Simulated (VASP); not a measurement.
# NiO (R-3m) in VASP: single point with PBE+U

Aim: the single point of NiO with PBE+U.

All numbers are computed with VASP 6.6.1; they aren't measurements. Logs are shortened: lines on timing, memory, paths and dates and some standing lists are left out, and cuts for length are marked.

**1. The cell of the first run**

The typed cell holds 4 atoms: a = 3.047 Å, b = 3.047 Å, c = 5.271 Å, α = 106.80°, β = 106.80°, γ = 60.00°.

**2. Single point, PBE+U, collinear spin, antiferromagnetic start (9.99 Å³/atom)**

File INCAR:

```
SYSTEM = NiO
ALGO = Normal
EDIFF = 1E-7
ENCUT = 520
GGA = PE
ISIF = 2
ISMEAR = 0
ISPIN = 2
LASPH = .True.
LCHARG = .False.
LDAU = .True.
LDAUJ = 0 0
LDAUL = 2 -1
LDAUPRINT = 1
LDAUTYPE = 2
LDAUU = 6.2 0
LMAXMIX = 4
LORBIT = 11
LREAL = .False.
LWAVE = .False.
MAGMOM = 1.87 -1.87 0 0
NBANDS = 28
NELM = 150
PREC = Accurate
SIGMA = 0.05
```

File KPOINTS:

```
k-points
0
Gamma
  10 10 6
  0 0 0
```

File POSCAR:

```
NiO
1.0
    1.5232901756      0.8794694378      2.4875347375
   -1.5232901756      0.8794694378      2.4875347375
    0.0000000000     -5.2711798707     -0.0019935626
Ni O
2 2
Direct
    1.0000000000      0.0000000000      0.0000000000
    1.5000000000      0.5000000000      0.5000000000
    0.7499999977      0.7499999977      0.2499999934
    1.2500000023      1.2500000023      0.7500000066
```

Potentials or basis: VASP PAW PBE potentials, release 64 (Ni, O).

The run is started by

```bash
cat potpaw_PBE.64/Ni/POTCAR potpaw_PBE.64/O/POTCAR > POTCAR
mpirun -np 1 vasp_std > vasp.out
```

OUTCAR:

```text
SYSTEM = NiO
   EDIFF = 1E-7
   ENCUT = 520
   GGA = PE
   ISIF = 2
   ISMEAR = 0
   ISPIN = 2
   LASPH = .True.
   LORBIT = 11
   LREAL = .False.
   NELM = 150
   PREC = Accurate

 ion  position               nearest neighbor table
   1  0.000  0.000  0.000-   3 2.15   4 2.15   3 2.15   3 2.15   4 2.15   4 2.15   2 3.04   2 3.04
                             2 3.04   2 3.04   2 3.04   2 3.04
   2  0.500  0.500  0.500-   3 2.15   4 2.15   4 2.15   4 2.15   3 2.15   3 2.15   1 3.04   1 3.04
                             1 3.04   1 3.04   1 3.04   1 3.04
   3  0.750  0.750  0.250-   1 2.15   2 2.15   1 2.15   1 2.15   2 2.15   2 2.15
   4  0.250  0.250  0.750-   1 2.15   2 2.15   1 2.15   1 2.15   2 2.15   2 2.15

  LATTYP: Found a trigonal (rhomboedric) cell.
 ALAT       =     5.2711904175
 COS(alpha) =     0.8329750471

  Lattice vectors:

 A1 = (  -1.5232901756,  -4.3917104329,   2.4855411749)
 A2 = (   0.0000000000,  -5.2711798707,  -0.0019935626)
 A3 = (   1.5232901756,  -4.3917104329,   2.4855411749)

Analysis of symmetry for initial positions (statically):
=====================================================================
 Subroutine PRICEL returns following result:

  LATTYP: Found a trigonal (rhomboedric) cell.
 ALAT       =     3.0441334169
 COS(alpha) =     0.4991950132
[... 12 lines left out ...]
 Subroutine GETGRP returns: Found 12 space group operations
 (whereof 12 operations were pure point group operations)
 out of a pool of 12 trial point group operations.

The static configuration has the point symmetry D_3d.

Analysis of symmetry for dynamics (positions and initial velocities):
=====================================================================
 Subroutine PRICEL returns following result:

  LATTYP: Found a trigonal (rhomboedric) cell.
 ALAT       =     3.0441334169
 COS(alpha) =     0.4991950132
[... 12 lines left out ...]
 Subroutine GETGRP returns: Found 12 space group operations
 (whereof 12 operations were pure point group operations)
 out of a pool of 12 trial point group operations.

The dynamic configuration has the point symmetry D_3d.

Analysis of structural, dynamic, and magnetic symmetry:
[... 245 lines left out ...]
  o =  0.9794  v = -0.0000 -0.2979 -0.8565 -0.0000 -0.4215  0.0000  0.0000  0.0000  0.0000  0.0000      0.0000  0.0000  0.0000  0.0000  0.0000  0.0000  0.0000  0.0000  0.0000  0.0000
  o =  0.9812  v =  0.0000  0.0000  0.0000  0.0000  0.0000 -0.0000  0.5594  0.2466 -0.0000  0.7914      0.0000  0.0000  0.0000  0.0000  0.0000  0.0000  0.0000  0.0000  0.0000  0.0000
  o =  0.9812  v =  0.0000  0.0000  0.0000  0.0000  0.0000 -0.8161 -0.0000 -0.0000 -0.5779 -0.0000      0.0000  0.0000  0.0000  0.0000  0.0000  0.0000  0.0000  0.0000  0.0000  0.0000
  o =  0.9812  v =  0.0000  0.0000  0.0000  0.0000  0.0000 -0.0000 -0.1416  0.9691 -0.0000 -0.2018      0.0000  0.0000  0.0000  0.0000  0.0000  0.0000  0.0000  0.0000  0.0000  0.0000
  o =  1.0193  v =  0.0000  0.0000  0.0000  0.0000  0.0000  0.0000  0.8167 -0.0008 -0.0000 -0.5770      0.0000  0.0000  0.0000  0.0000  0.0000  0.0000  0.0000  0.0000  0.0000  0.0000
  o =  1.0193  v =  0.0000  0.0000  0.0000  0.0000  0.0000 -0.5779  0.0000 -0.0000  0.8161 -0.0000      0.0000  0.0000  0.0000  0.0000  0.0000  0.0000  0.0000  0.0000  0.0000  0.0000

 number of electron      31.9999983 magnetization      -0.0000000

 Free energy of the ion-electron system (eV)
  ---------------------------------------------------
  ext. energy  EPLUGINS =         0.00000000
  ---------------------------------------------------
  free energy    TOTEN  =       -20.33338130 eV

  energy without entropy =      -20.33338130  energy(sigma->0) =      -20.33338130

 E-fermi :   5.4698     XC(G=0): -12.1151

 val. band max:        5.1813212684   @ k =  -0.0000  -0.0000   0.5000
 cond. band min:       7.9443880829   @ k =   0.0000   0.0000   0.0000
 fundamental gap:      2.7630668145
 Fermi energy:         5.4697625211

 spin component 1

 k-point     1 :       0.0000    0.0000    0.0000
  band No.  band energies     occupation
      1     -12.3930      1.00000
      2     -11.1931      1.00000
      3      -1.1709      1.00000
      4      -0.8562      1.00000
      5      -0.8562      1.00000
      6       0.8867      1.00000
[... 1481 lines left out ...]
     27      23.6660      0.00000
     28      26.1279      0.00000

 [... further k-points ...]

------------------------ aborting loop because EDIFF is reached ----------------------------------------

  FORCE on cell =-STRESS in cart. coord.  units (eV):
  Direction    XX          YY          ZZ          XY          YZ          ZX
  --------------------------------------------------------------------------------------
  -------------------------------------------------------------------------------------
  Total       -3.3149367     -3.2887883     -3.3117030     -0.0000000     -0.0092385      0.0000000
  in kB     -132.9701851   -131.9213092   -132.8404733     -0.0000000     -0.3705797      0.0000000
  external PRESSURE =    -132.5773226 kB  Pullay stress =       0.0000000 kB

 VOLUME and BASIS-vectors are now :
 -----------------------------------------------------------------------------
  energy-cutoff  :      520.00
  volume of cell :       39.94
      direct lattice vectors                 reciprocal lattice vectors
     1.523290176  0.879469438  2.487534737     0.328236870 -0.000076029  0.201029098
    -1.523290176  0.879469438  2.487534737    -0.328236870 -0.000076029  0.201029098
     0.000000000 -5.271179871 -0.001993563     0.000000000 -0.189736218  0.067081357

 POSITION                                       TOTAL-FORCE (eV/Angst)
 -----------------------------------------------------------------------------------
      0.00000      0.00000      0.00000        -0.000000     -0.000000      0.000000
      0.00000     -1.75612      2.48654         0.000000      0.000000      0.000000
      0.00000      0.00141      3.73080         0.000000      0.000000      0.000000
      0.00000     -3.51365      1.24227         0.000000     -0.000000     -0.000000
 -----------------------------------------------------------------------------------
    total drift:                               -0.000000     -0.000000      0.000000

  FREE ENERGIE OF THE ION-ELECTRON SYSTEM (eV)
  ---------------------------------------------------
  free  energy   TOTEN  =       -20.3333812999 eV

  energy  without entropy=      -20.3333812999  energy(sigma->0) =      -20.33338130

 total charge

# of ion       s       p       d       tot
------------------------------------------
    1        0.317   0.357   8.169   8.843
    2        0.317   0.357   8.169   8.843
    3        1.551   3.426   0.000   4.977
    4        1.551   3.426   0.000   4.977
--------------------------------------------------
tot          3.735   7.566  16.338  27.639

 magnetization (x)

# of ion       s       p       d       tot
------------------------------------------
    1       -0.000  -0.003   1.770   1.767
    2        0.000   0.003  -1.770  -1.767
    3        0.000   0.000   0.000   0.000
    4        0.000   0.000   0.000   0.000
--------------------------------------------------
tot          0.000   0.000   0.000   0.000
```

OSZICAR:

```text
N       E                     dE             d eps       ncg     rms          rms(c)
DAV:   1     0.263119746310E+03    0.26312E+03   -0.14682E+04 18096   0.149E+03
DAV:   2     0.102160674240E+02   -0.25290E+03   -0.22548E+03 17960   0.333E+02
DAV:   3    -0.185993572646E+02   -0.28815E+02   -0.27265E+02 19424   0.122E+02
[... 11 lines left out ...]
DAV:  15    -0.203333753289E+02   -0.69574E-05   -0.13026E-05 23684   0.530E-02    0.108E-02
DAV:  16    -0.203333803884E+02   -0.50595E-05   -0.63291E-06 24412   0.663E-02    0.564E-03
DAV:  17    -0.203333811065E+02   -0.71814E-06   -0.30012E-06 26180   0.197E-02    0.459E-03
DAV:  18    -0.203333812373E+02   -0.13072E-06   -0.21960E-07 16996   0.573E-03    0.198E-03
DAV:  19    -0.203333812999E+02   -0.62685E-07   -0.29175E-08 11880   0.698E-03
   1 F= -.20333381E+02 E0= -.20333381E+02  d E =-.330572E-18  mag=    -0.0000
```

Run time: 6.5 min. Hardware: 1 thread of Intel Xeon Platinum 8259CL at 2.50GHz (Skylake/Cascade Lake), shared host; peak memory 0.35 GiB.

Results:

```
Free energy                                           : -20.3334 eV
Pressure                                              : -13.3 GPa
Band gap on the k mesh                                : 2.76 eV
Net moment                                            : 0.00 μB per cell
Site moments                                          : Ni +1.77, -1.77; O +0.00 μB
Valence electrons inside the program's atomic spheres : Ni 8.84; O 4.98
```

Levels at points of the mesh, in eV from the valence-band top:
Spin up:
```tsv
k point	band 14	band 15	band 16	band 17	band 18	band 19
(0.00, 0.00, 0.00)	-0.59	-0.59	-0.58	2.76	4.15	4.15
(0.50, 0.00, 0.00)	-1.58	-1.21	-0.57	4.07	4.11	8.43
(0.50, 0.50, 0.00)	-1.83	-0.60	-0.52	4.31	4.41	7.00
(0.00, 0.00, 0.50)	-1.16	0.00	0.00	4.03	4.03	5.47
```
Spin down:
| k point | band 12 | band 13 | band 14 | band 15 | band 16 | band 17 | band 18 | band 19 | band 20 | band 21 |
| --- | --- | --- | --- | --- | --- | --- | --- | --- | --- | --- |
| (0.00, 0.00, 0.00) | -0.67 | -0.67 | -0.59 | -0.59 | -0.58 | 2.76 | 4.15 | 4.15 | 6.99 | 10.89 |
| (0.50, 0.00, 0.00) | -2.21 | -1.86 | -1.58 | -1.21 | -0.57 | 4.07 | 4.11 | 8.43 | 8.73 | 10.64 |
| (0.50, 0.50, 0.00) | -2.11 | -1.84 | -1.83 | -0.60 | -0.52 | 4.31 | 4.41 | 7.00 | 7.17 | 10.88 |
| (0.00, 0.00, 0.50) | -1.95 | -1.16 | -1.16 | 0.00 | 0.00 | 4.03 | 4.03 | 5.47 | 5.59 | 12.74 |

Eigenvalues of the final occupation matrices:
| site | spin | trace | eigenvalues |
| --- | --- | --- | --- |
| site 1 d | 1 | 4.98 | 0.98 0.98 0.98 1.02 1.02 |
| site 1 d | 2 | 3.21 | 0.14 0.14 0.98 0.98 0.98 |
| site 2 d | 1 | 3.21 | 0.14 0.14 0.98 0.98 0.98 |
| site 2 d | 2 | 4.98 | 0.98 0.98 0.98 1.02 1.02 |

Caveat: the cell stands under tension. A k mesh can miss the band edges.
